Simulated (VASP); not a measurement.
# KCl (I4/mmm) in VASP: further runs

KCl is run at these levels: PBE; tasks: single point.

Program: VASP 6.6.1. These are calculated values, not measurements. Logs are shortened: lines on timing, memory, paths and dates and some standing lists are left out, and cuts for length are marked.

## 1. The cell of the first run

It takes space group I4/mmm (No. 139, tetragonal). The conventional cell has a = 5.153 Å, b = 5.153 Å, c = 4.736 Å, α = 90.00°, β = 90.00°, γ = 90.00°. Within 3.1 Å of K (site symmetry 4/mmm) lie 2 Cl at 2.37 Å. Within 3.1 Å of Cl (site symmetry 4/mmm) lie 2 K at 2.37 Å.

## 2. Single point, PBE

The input, INCAR:

```
PREC = Accurate
ENCUT = 520
EDIFF = 1E-7
ISMEAR = 0
SIGMA = 0.05
LREAL = F
LASPH = T
NELM = 80
ALGO = Normal
ISIF = 2
LWAVE = F
LCHARG = F
GGA = PE
NBANDS = 15
```

The input, KPOINTS:

```
regular mesh
0
Gamma
  8 8 8
```

The input, POSCAR:

```
KCl
1.0
    0.0000000000      3.6434513064      2.3682433492
    3.6434513064      0.0000000000      2.3682433492
    3.6434513064      3.6434513064      0.0000000000
K Cl
1 1
Direct
    0.0000000000      0.0000000000      0.0000000000
    0.5000000000      0.5000000000      0.5000000000
```

Potentials or basis: VASP PAW PBE potentials, release 64 (K_sv, Cl).

On the command line:

```console
> cat potpaw_PBE.64/K_sv/POTCAR potpaw_PBE.64/Cl/POTCAR > POTCAR
> mpirun -np 1 vasp_std > vasp.out
```

OUTCAR:

```text
PREC = Accurate
   ENCUT = 520
   EDIFF = 1E-7
   ISMEAR = 0
   LREAL = F
   LASPH = T
   NELM = 80
   ISIF = 2
   GGA = PE

 ion  position               nearest neighbor table
   1  0.000  0.000  0.000-   2 2.37   2 2.37
   2  0.500  0.500  0.500-   1 2.37   1 2.37

  LATTYP: Found a body centered tetragonal cell.
 ALAT       =     5.1526182514
 C/A-ratio  =     0.9192388156

  Lattice vectors:

 A1 = (   0.0000000000,  -3.6434513064,  -2.3682433492)
 A2 = (   0.0000000000,   3.6434513064,  -2.3682433492)
 A3 = (   3.6434513064,   0.0000000000,   2.3682433492)

Analysis of symmetry for initial positions (statically):
=====================================================================
 Subroutine PRICEL returns:
 Original cell was already a primitive cell.

 Routine SETGRP: Setting up the symmetry group for a
 body centered tetragonal supercell.

 Subroutine GETGRP returns: Found 16 space group operations
 (whereof 16 operations were pure point group operations)
 out of a pool of 16 trial point group operations.

The static configuration has the point symmetry D_4h.

Analysis of symmetry for dynamics (positions and initial velocities):
=====================================================================
 Subroutine PRICEL returns:
 Original cell was already a primitive cell.

 Routine SETGRP: Setting up the symmetry group for a
 body centered tetragonal supercell.

 Subroutine GETGRP returns: Found 16 space group operations
 (whereof 16 operations were pure point group operations)
 out of a pool of 16 trial point group operations.

The dynamic configuration has the point symmetry D_4h.

 Subroutine INISYM returns: Found 16 space group operations
 (whereof 16 operations are pure point group operations),
 and found     1 'primitive' translations

----------------------------------------------------------------------------------------

                                     Primitive cell

  volume of cell :      62.8756

  direct lattice vectors                    reciprocal lattice vectors
     0.000000000  3.643451306  2.368243349    -0.137232519  0.137232519  0.211126952
     3.643451306  0.000000000  2.368243349     0.137232519 -0.137232519  0.211126952
     3.643451306  3.643451306  0.000000000     0.137232519  0.137232519 -0.211126952

  length of vectors
     4.345493526  4.345493526  5.152618251     0.286775380  0.286775380  0.286775380

  position of ions in fractional coordinates (direct lattice)
     0.000000000  0.000000000  0.000000000
     0.500000000  0.500000000  0.500000000

  ion indices of the primitive-cell ions
   primitive index   ion index
                 1           1
                 2           2

----------------------------------------------------------------------------------------

 KPOINTS: regular mesh

Automatic generation of k-mesh.
 Grid dimensions read from file:
 generate k-points for:    8    8    8

 Generating k-lattice:

  Cartesian coordinates                     Fractional coordinates (reciprocal lattice)
    -0.017154065  0.017154065  0.026390869     0.125000000  0.000000000  0.000000000
     0.017154065 -0.017154065  0.026390869     0.000000000  0.125000000  0.000000000
     0.017154065  0.017154065 -0.026390869    -0.000000000 -0.000000000  0.125000000

  Length of vectors
     0.035846922  0.035846922  0.035846922

  Shift w.r.t. Gamma in fractional coordinates (k-lattice)
     0.000000000  0.000000000  0.000000000

 Subroutine IBZKPT returns following result:
 ===========================================

 Found     59 irreducible k-points:

 Following reciprocal coordinates:
            Coordinates               Weight
  0.000000  0.000000  0.000000      1.000000
  0.125000  0.000000  0.000000      8.000000
  0.250000  0.000000  0.000000      8.000000
  0.375000  0.000000  0.000000      8.000000
  0.500000  0.000000  0.000000      4.000000
  0.125000  0.125000  0.000000      2.000000
[... 16 lines left out ...]
  0.250000  0.000000  0.125000     16.000000
  0.375000  0.000000  0.125000     16.000000
 [... further k-points ...]
   k-points           NKPTS =     59   k-points in BZ     NKDIM =     59   number of bands    NBANDS=     15
   number of dos      NEDOS =    301   number of ions     NIONS =      2
   total plane-waves  NPLWV =  40960
   dimension x,y,z NGX =    32 NGY =   32 NGZ =   40
   dimension x,y,z NGXF=    64 NGYF=   64 NGZF=   80
   ions per type =               1   1
   NGX,Y,Z   is equivalent  to a cutoff of  12.24, 12.24, 12.91 a.u.
   NGXF,Y,Z  is equivalent  to a cutoff of  24.48, 24.48, 25.81 a.u.
 SYSTEM =  unknown system
   PREC   = accura    normal or accurate (medium, high low for compatibility)
   ISTART =      0    job   : 0-new  1-cont  2-samecut
   ICHARG =      2    charge: 1-file 2-atom 10-const
   ISPIN  =      1    spin polarized calculation?
   LNONCOLLINEAR =      F non collinear calculations
   LSORBIT =      F    spin-orbit coupling
   LASPH  =      T    aspherical Exc in radial PAW
   ENCUT  =  520.0 eV  38.22 Ry    6.18 a.u.   8.08  8.08  9.58*2*pi/ulx,y,z
   NELM   =     80;   NELMIN=  2; NELMDL= -5     # of ELM steps
   EDIFF  = 0.1E-06   stopping-criterion for ELM
   LREAL  =      F    real-space projection
   EDIFFG = 0.1E-05   stopping-criterion for IOM
   NSW    =      0    number of steps for IOM
   IBRION =     -1    ionic relax: 0-MD 1-quasi-New 2-CG
   NFREE  =      0    steps in history (QN), initial steepest desc. (CG)
   ISIF   =      2    stress and relaxation
   ISYM   =      2    0-nonsym 1-usesym 2-fastsym
   POTIM  = 0.5000    time-step for ionic-motion
   TEBEG  =    0.0;   TEEND  =   0.0 temperature during run
   PSTRESS=    0.0 pullay stress
   NELECT =      16.0000    total number of electrons
   NUPDOWN=      -1.0000    fix difference up-down
   EMIN   =  10.00;   EMAX   =-10.00  energy-range for DOS
   EFERMI =   0.00;   METHOD = LEGACY
   ISMEAR =     0;   SIGMA  =   0.05  broadening in eV -4-tet -1-fermi 0-gaus
   EFERMI_NEDOS =   21; number of points for ismear=-14 and -15
   IALGO  =     38    algorithm
   IMIX   =      4    mixing-type and parameters
     AMIX     =   0.40;   BMIX     =  1.00
     AMIX_MAG =   1.60;   BMIX_MAG =  1.00
  volume/ion in A,a.u.               =      31.44       212.15
  Fermi-wavevector in a.u.,A,eV,Ry     =   1.037419  1.960437 14.643101  1.076238
  Thomas-Fermi vector in A             =   2.171856
   LORBIT       =      0    0 simple, 1 ext, 2 COOP (PROOUT), +10 PAW based schemes
   GGA     = PE    functional components
   LHFCALC =     F    Hartree Fock is set to
   AEXX    =    0.0000 exact exchange contribution
   IVDW    =     0    specifies the selected vdW correction
   LEPSILON=     F    determine dielectric tensor
   LRPA    =     F    only Hartree local field effects (RPA)
 non-spin polarized calculation
 Gauss-broadening in eV      SIGMA  =   0.05
  energy-cutoff  :      520.00
  volume of cell :       62.88
 maximum number of plane-waves:      1721
   NGX = 17   NGY = 17   NGZ = 19

 number of electron      16.0000000 magnetization

 Free energy of the ion-electron system (eV)
  ---------------------------------------------------
  ext. energy  EPLUGINS =         0.00000000
  ---------------------------------------------------
  free energy    TOTEN  =        -4.79582842 eV

  energy without entropy =       -4.79582842  energy(sigma->0) =       -4.79582842

 E-fermi :  -0.1797     XC(G=0):  -7.2556

 val. band max:       -0.4159994560   @ k =   0.0000   0.0000   0.0000
 cond. band min:       2.6304574270   @ k =   0.0000   0.0000   0.0000
 fundamental gap:      3.0464568831
 Fermi energy:        -0.1796862473

 k-point     1 :       0.0000    0.0000    0.0000
  band No.  band energies     occupation
      1     -28.6234      2.00000
      2     -14.1468      2.00000
      3     -12.8120      2.00000
      4     -12.1104      2.00000
      5     -12.1104      2.00000
      6      -2.0248      2.00000
      7      -2.0248      2.00000
      8      -0.4160      2.00000
      9       2.6305      0.00000
     10       6.1266      0.00000
     11       6.1266      0.00000
     12       6.2018      0.00000
     13       8.8379      0.00000
     14      10.1721      0.00000
     15      12.1001      0.00000

 k-point     2 :       0.1250    0.0000    0.0000
  band No.  band energies     occupation
      1     -28.6195      2.00000
      2     -14.4761      2.00000
      3     -12.3670      2.00000
      4     -12.1166      2.00000
      5     -12.1129      2.00000
      6      -2.1478      2.00000
      7      -2.1070      2.00000
      8      -0.8008      2.00000
      9       2.9349      0.00000
     10       6.3503      0.00000
     11       6.3593      0.00000
     12       6.4663      0.00000
     13       8.5159      0.00000
     14      10.6977      0.00000
     15      11.3373      0.00000

 k-point     3 :       0.2500    0.0000    0.0000
  band No.  band energies     occupation
      1     -28.6101      2.00000
      2     -14.9556      2.00000
      3     -12.1391      2.00000
      4     -12.1314      2.00000
      5     -11.5595      2.00000
      6      -2.4333      2.00000
      7      -2.2922      2.00000
      8      -1.6515      2.00000
      9       3.7293      0.00000
     10       6.7604      0.00000
     11       6.8751      0.00000
     12       7.3096      0.00000
     13       8.2288      0.00000
     14      10.3090      0.00000
     15      11.9800      0.00000
[... 343 lines left out ...]
 k-point    23 :       0.2500    0.0000    0.1250
  band No.  band energies     occupation
      1     -28.6165      2.00000
      2     -14.4712      2.00000
      3     -12.3827      2.00000
      4     -12.1408      2.00000
      5     -12.1123      2.00000
      6      -2.3659      2.00000
      7      -2.1217      2.00000
      8      -0.8234      2.00000
      9       3.6013      0.00000
     10       6.1156      0.00000
     11       6.7110      0.00000
     12       6.9536      0.00000
     13       8.8202      0.00000
     14      10.3669      0.00000
     15      10.8124      0.00000

 k-point    24 :       0.3750    0.0000    0.1250
  band No.  band energies     occupation
      1     -28.6071      2.00000
      2     -14.9520      2.00000
      3     -12.1767      2.00000
      4     -12.1326      2.00000
      5     -11.5593      2.00000
      6      -2.5916      2.00000
      7      -2.3279      2.00000
      8      -1.6671      2.00000
      9       4.5113      0.00000
     10       6.5514      0.00000
     11       7.2368      0.00000
     12       7.7956      0.00000
     13       8.6453      0.00000
     14       9.6134      0.00000
     15      10.9009      0.00000

 [... further k-points ...]

------------------------ aborting loop because EDIFF is reached ----------------------------------------

  FORCE on cell =-STRESS in cart. coord.  units (eV):
  Direction    XX          YY          ZZ          XY          YZ          ZX
  --------------------------------------------------------------------------------------
  -------------------------------------------------------------------------------------
  Total       -0.4283591     -0.4283591     20.1505079      0.0000000      0.0000000     -0.0000000
  in kB      -10.9153174    -10.9153174    513.4691063      0.0000000      0.0000000     -0.0000000
  external PRESSURE =     163.8794905 kB  Pullay stress =       0.0000000 kB

 VOLUME and BASIS-vectors are now :
 -----------------------------------------------------------------------------
  energy-cutoff  :      520.00
  volume of cell :       62.88
      direct lattice vectors                 reciprocal lattice vectors
     0.000000000  3.643451306  2.368243349    -0.137232519  0.137232519  0.211126952
     3.643451306  0.000000000  2.368243349     0.137232519 -0.137232519  0.211126952
     3.643451306  3.643451306  0.000000000     0.137232519  0.137232519 -0.211126952

 POSITION                                       TOTAL-FORCE (eV/Angst)
 -----------------------------------------------------------------------------------
      0.00000      0.00000      0.00000        -0.000000      0.000000      0.000000
      3.64345      3.64345      2.36824         0.000000     -0.000000      0.000000
 -----------------------------------------------------------------------------------
    total drift:                                0.000000     -0.000000      0.000000

  FREE ENERGIE OF THE ION-ELECTRON SYSTEM (eV)
  ---------------------------------------------------
  free  energy   TOTEN  =        -4.7958284170 eV

  energy  without entropy=       -4.7958284170  energy(sigma->0) =       -4.79582842
```

Wall time 69 s (1 thread of Intel Xeon 8259CL, shared host); peak memory 0.22 GiB.

What came out:

- Free energy: -4.7958 eV
- Pressure: 16.4 GPa
- Band gap on the k mesh: 3.05 eV

Stress tensor (GPa, compression positive):
```
-1.09  0.00  0.00
 0.00 -1.09  0.00
 0.00  0.00 51.35
```

Caveat: the cell stands under pressure. A k mesh can miss the band edges.

(Part 1 of 2 ends here.)
